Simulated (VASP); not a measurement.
# TiTe2 (P-3m1) in VASP: notebook, part 2 of 2

VASP 6.6.1.

**4. Relaxation of shape and atoms at fixed volume, PBEsol (volume scaled by 1.03)**

Input file INCAR:

```
SYSTEM = TiTe2
PREC = Accurate ; ENCUT = 600
EDIFF = 1E-6 ; ISMEAR = 0
SIGMA = 0.1 ; LREAL = .False.
LASPH = .True. ; NELM = 60
ALGO = Normal ; ISIF = 4
LWAVE = .False. ; LCHARG = .False.
GGA = PS ; IBRION = 2
NSW = 50 ; EDIFFG = -0.01
```

Input file KPOINTS:

```
regular mesh
0
Gamma
  12 12 8
  0 0 0
```

Input file POSCAR:

```
TiTe2
1.0
    3.7327209930      0.0000000000      0.0000000000
   -1.8663604965      3.2326312052      0.0000000000
    0.0000000000      0.0000000000      6.5083130188
Ti Te
1 2
Direct
    0.0000000000      0.0000000000      0.0000000000
    0.6666666667      0.3333333333      0.2673356116
    0.3333333333      0.6666666667      0.7326643884
```

Potentials or basis: VASP PAW PBE potentials, release 64 (Ti_sv, Te).

Launch:

```bash
$ cat potpaw_PBE.64/Ti_sv/POTCAR potpaw_PBE.64/Te/POTCAR > POTCAR
$ mpirun -np 1 vasp_std > vasp.out
```

OUTCAR:

```text
SYSTEM = TiTe2
   PREC = Accurate
   ENCUT = 600
   EDIFF = 1E-6
   ISMEAR = 0
   LREAL = .False.
   LASPH = .True.
   NELM = 60
   ISIF = 4
   GGA = PS
   IBRION = 2
   NSW = 50
   EDIFFG = -0.01

 ion  position               nearest neighbor table
   1  0.000  0.000  0.000-   2 2.77   3 2.77   2 2.77   3 2.77   2 2.77   3 2.77
   2  0.667  0.333  0.267-   1 2.77   1 2.77   1 2.77
   3  0.333  0.667  0.733-   1 2.77   1 2.77   1 2.77

  LATTYP: Found a hexagonal cell.
 ALAT       =     3.7327209930
 C/A-ratio  =     1.7435841122

  Lattice vectors:

 A1 = (   3.7327209930,   0.0000000000,   0.0000000000)
 A2 = (  -1.8663604965,   3.2326312052,   0.0000000000)
 A3 = (   0.0000000000,   0.0000000000,   6.5083130188)

Analysis of symmetry for initial positions (statically):
[... 328 lines left out ...]
  ---------------------------------------------------
  ext. energy  EPLUGINS =         0.00000000
  ---------------------------------------------------
  free energy    TOTEN  =       -17.53645192 eV

  energy without entropy =      -17.53058474  energy(sigma->0) =      -17.53351833

 E-fermi :   6.9522     XC(G=0): -10.1024

 val. band max:        6.9444981884   @ k =   0.4167   0.0000   0.0000
 cond. band min:       6.9528063877   @ k =   0.0000   0.4167   0.2500
 fundamental gap:      0.0083081993
 Fermi energy:         6.9522029772

 k-point     1 :       0.0000    0.0000    0.0000
  band No.  band energies     occupation
      1     -50.2176      2.00000
      2     -26.5803      2.00000
      3     -26.5803      2.00000
      4     -26.5458      2.00000
      5      -5.6072      2.00000
      6      -4.1213      2.00000
[... 433 lines left out ...]
      3     -26.5832      2.00000
      4     -26.5428      2.00000
      5      -5.2472      2.00000
      6      -4.0221      2.00000
[... 8 lines left out ...]
     15       8.2825      0.00000
     16       9.7172      0.00000

 [... further k-points ...]
[... 5 lines left out ...]
  --------------------------------------------------------------------------------------
  -------------------------------------------------------------------------------------
  Total       -0.4657071     -0.4657071     -0.4481731      0.0000000      0.0000000      0.0000000
  in kB       -9.5010875     -9.5010875     -9.1433682      0.0000000      0.0000000      0.0000000
  external PRESSURE =      -9.3818478 kB  Pullay stress =       0.0000000 kB
[... 18 lines left out ...]
  FREE ENERGIE OF THE ION-ELECTRON SYSTEM (eV)
  ---------------------------------------------------
  free  energy   TOTEN  =       -17.5364519210 eV

  energy  without entropy=      -17.5305847437  energy(sigma->0) =      -17.53351833

 reached required accuracy - stopping structural energy minimisation
```

OSZICAR:

```text
N       E                     dE             d eps       ncg     rms          rms(c)
DAV:   1     0.187438902809E+03    0.18744E+03   -0.11904E+04  4192   0.156E+03
DAV:   2    -0.291240468801E+00   -0.18773E+03   -0.18627E+03  4376   0.358E+02
DAV:   3    -0.193030121812E+02   -0.19012E+02   -0.18624E+02  7104   0.967E+01
[... 42 lines left out ...]
DAV:   3    -0.175374729469E+02    0.18948E-02   -0.28036E-02  5768   0.109E+00    0.213E-01
DAV:   4    -0.175365120806E+02    0.96087E-03   -0.58300E-03  5328   0.481E-01    0.103E-01
DAV:   5    -0.175364528727E+02    0.59208E-04   -0.39992E-04  5048   0.146E-01    0.208E-02
DAV:   6    -0.175364525271E+02    0.34562E-06   -0.12219E-05  5224   0.290E-02    0.784E-03
DAV:   7    -0.175364519210E+02    0.60615E-06   -0.24803E-06  4232   0.121E-02
   5 F= -.17536452E+02 E0= -.17533518E+02  d E =-.137089E-02
```

CONTCAR:

```text
TiTe2
   1.00000000000000
     3.7202116919221710    0.0000000000000000    0.0000000000000000
    -1.8601058459610855    3.2217978326797825    0.0000000000000000
     0.0000000000000000    0.0000000000000001    6.5521553228633929
  Ti              Te
     1     2
Direct
     0.0000000000000000    0.0000000000000000    0.0000000000000000
     0.6666666667000030    0.3333333332999970    0.2627516157193845
     0.3333333332999970    0.6666666667000030    0.7372483842806156

  0.00000000E+00  0.00000000E+00  0.00000000E+00
  0.00000000E+00  0.00000000E+00  0.00000000E+00
  0.00000000E+00  0.00000000E+00  0.00000000E+00
```

It took 5.1 min on 1 thread of Intel Xeon 6975P-C (Granite Rapids), shared host; peak memory 0.36 GiB.

What came out:

```
Free energy               : -17.5365 eV
Energy gained by relaxing : 2.2 meV/atom
Ionic steps               : 5
Pressure after relaxing   : -0.9 GPa
Band gap on the k mesh    : zero (band 12 reaches 7.37 eV, above the bottom of band 13 at 6.59 eV)
```

Forces in eV/Å, atoms in the order of the input:
```
Ti   0.000  0.000  0.000
Te   0.000  0.000  0.003
Te   0.000  0.000 -0.003
```

Step by step:
| step | energy change (eV) | largest force (eV/Å) | pressure (GPa) | volume (Å³) |
| --- | --- | --- | --- | --- |
| 1 | 0.0000 | 0.2297 | -1.93 | 78.53 |
| 2 | -0.0039 | 0.1205 | -1.54 | 78.53 |
| 3 | -0.0051 | 0.0138 | -1.16 | 78.53 |
| 4 | -0.0059 | 0.0077 | -1.08 | 78.53 |
| 5 | -0.0065 | 0.0026 | -0.94 | 78.53 |

Final structure:
```yaml
crystal:
  lattice:
    - [3.72021, 0.00000, 0.00000]
    - [-1.86011, 3.22180, 0.00000]
    - [0.00000, 0.00000, 6.55216]
  atoms:
    - { symbol: Ti, position: [0.00000, 0.00000, 0.00000] }
    - { symbol: Te, position: [0.66667, 0.33333, 0.26275] }
    - { symbol: Te, position: [0.33333, 0.66667, 0.73725] }
```

Caveat: the cell differs from its parent crystal (volume scaled by 1.03); the PAW data sets were made with another functional, which shifts forces and pressure a little; spin-orbit coupling is left out, which moves the levels of the heavy elements; this functional lacks dispersion, which binds the layers, so the pressure and a relaxed spacing across them are unreliable.

**5. Relaxation of cell and atoms, PBEsol**

This run uses another cell than the first one, of 26.76 Å³/atom, 1.022 times its volume.

Input file INCAR:

```
SYSTEM = TiTe2
PREC = Accurate ; ENCUT = 600
EDIFF = 1E-6 ; ISMEAR = 0
SIGMA = 0.1 ; LREAL = .FALSE.
LASPH = .TRUE. ; NELM = 100
ALGO = Normal ; ISIF = 3
LWAVE = .FALSE. ; LCHARG = .FALSE.
GGA = PS ; IBRION = 2
NSW = 100 ; EDIFFG = -0.005
```

Input file KPOINTS:

```
regular mesh
0
G
  12 12 8
  0 0 0
```

Input file POSCAR:

```
TiTe2
1.0
    3.7770000000      0.0000000000      0.0000000000
   -1.8885000000      3.2709779501      0.0000000000
    0.0000000000      0.0000000000      6.4980000000
Ti Te
1 2
Direct
    0.0000000000      0.0000000000      0.0000000000
    0.6666666667      0.3333333333      0.2628000000
    0.3333333333      0.6666666667      0.7372000000
```

Launch:

```bash
$ cat potpaw_PBE.64/Ti_sv/POTCAR potpaw_PBE.64/Te/POTCAR > POTCAR
$ mpirun -np 1 vasp_std > vasp.out
```

Wall time 17 min (1 thread of Intel Xeon 6975P-C (Granite Rapids), shared host); peak memory 0.38 GiB.

It converged, with:

| Item | Value |
| --- | --- |
| Free energy | -17.5440 eV |
| Relaxed volume | 25.40 Å³/atom |
| Relaxed cell | a = 3.697 Å, b = 3.697 Å, c = 6.438 Å, α = 90.00°, β = 90.00°, γ = 120.00° |
| Space group after relaxing (to 0.05 Å) | P-3m1 (No. 164) |
| Energy gained by relaxing | 9.7 meV/atom |
| Ionic steps | 18 |
| Pressure after relaxing | 0.0 GPa |
| Band gap on the k mesh | zero (band 12 reaches 7.78 eV, above the bottom of band 13 at 6.93 eV) |

Forces in eV/Å, atoms in the order of the input:
```
Ti   0.000  0.000  0.000
Te   0.000  0.000  0.003
Te   0.000  0.000 -0.003
```

Step by step:
```
step  energy change (eV)  largest force (eV/Å)  pressure (GPa)  volume (Å³)
   1              0.0000                0.0903           -2.22        80.28
   2             -0.0131                0.4031            1.55        76.05
   3             -0.0204                0.2117            0.05        77.59
   4             -0.0257                0.1303            0.00        77.21
   5             -0.0276                0.0289           -0.04        76.75
   6             -0.0276                0.0418           -0.02        76.81
   7             -0.0276                0.0459           -0.02        76.83
   8             -0.0280                0.0338           -0.07        76.77
   9             -0.0287                0.0029           -0.20        76.62
  10             -0.0287                0.0185           -0.25        76.55
  11             -0.0289                0.0037           -0.11        76.34
  12             -0.0290                0.0057           -0.01        76.21
  13             -0.0290                0.0050           -0.01        76.22
  14             -0.0290                0.0008           -0.03        76.28
  15             -0.0290                0.0030           -0.04        76.25
  16             -0.0290                0.0047           -0.03        76.22
  17             -0.0290                0.0039            0.00        76.22
  18             -0.0290                0.0027            0.00        76.19
```

Final structure:
```cif
data_structure
_symmetry_space_group_name_H-M 'P 1'
_symmetry_Int_Tables_number 1
_cell_length_a 3.6965
_cell_length_b 3.6965
_cell_length_c 6.4384
_cell_angle_alpha 90.000
_cell_angle_beta 90.000
_cell_angle_gamma 120.000
_cell_volume 76.19
loop_
_atom_site_label
_atom_site_type_symbol
_atom_site_fract_x
_atom_site_fract_y
_atom_site_fract_z
_atom_site_occupancy
Ti1 Ti 0.00000 0.00000 0.00000 1
Te1 Te 0.66667 0.33333 0.26776 1
Te2 Te 0.33333 0.66667 0.73224 1
```

Levels at points of the mesh, in eV from the Fermi level:
```
           k point  band 10  band 11  band 12  band 13  band 14  band 15
(0.00, 0.00, 0.00)     0.23     0.44     0.44     0.62     1.30     1.30
(0.50, 0.00, 0.00)    -2.52    -1.73    -1.11    -0.04     1.28     1.63
(0.00, 0.00, 0.50)    -1.52     0.43     0.43     0.92     0.92     1.07
(0.50, 0.00, 0.50)    -2.05    -0.97    -0.47    -0.40     1.28     1.62
```

Caveat: the PAW data sets were made with another functional, which shifts forces and pressure a little; spin-orbit coupling is left out, which moves the levels of the heavy elements; this functional lacks dispersion, which binds the layers, so the pressure and a relaxed spacing across them are unreliable.

**6. The runs side by side**

| task | cell | cutoff (eV) | gap on the mesh (eV) | pressure (GPa) | largest force (eV/Å) |
| --- | --- | --- | --- | --- | --- |
| single point | a = 3.720, b = 3.720, c = 6.551 Å, angles 90.0, 90.0, 120.0°, 3 atoms | 520 | none | -0.9 | 0.01 |
| single point | a = 3.738, b = 3.738, c = 6.678 Å, angles 90.0, 90.0, 120.0°, 3 atoms | 520 | none | -1.5 | 0.01 |
| relaxation of shape and atoms at fixed volume | relaxed from a = 3.733, b = 3.733, c = 6.508 Å, angles 90.0, 90.0, 120.0°, 3 atoms | 600 | none | -0.9 | - |
| relaxation of cell and atoms | relaxed from a = 3.777, b = 3.777, c = 6.498 Å, angles 90.0, 90.0, 120.0°, 3 atoms | 600 | none | 0.0 | - |

Alike in all rows: level PBEsol; potentials or basis VASP PAW PBE potentials, release 64 (Ti_sv, Te); no spin polarisation; k mesh 12 × 12 × 8; smearing gaussian 0.1 eV.

Caveats: the PAW data sets were made with another functional, which shifts forces and pressure a little; spin-orbit coupling is left out, which moves the levels of the heavy elements; this functional lacks dispersion, which binds the layers, so the pressure and a relaxed spacing across them are unreliable.

Absolute energies hang on the potentials; compare differences alone.
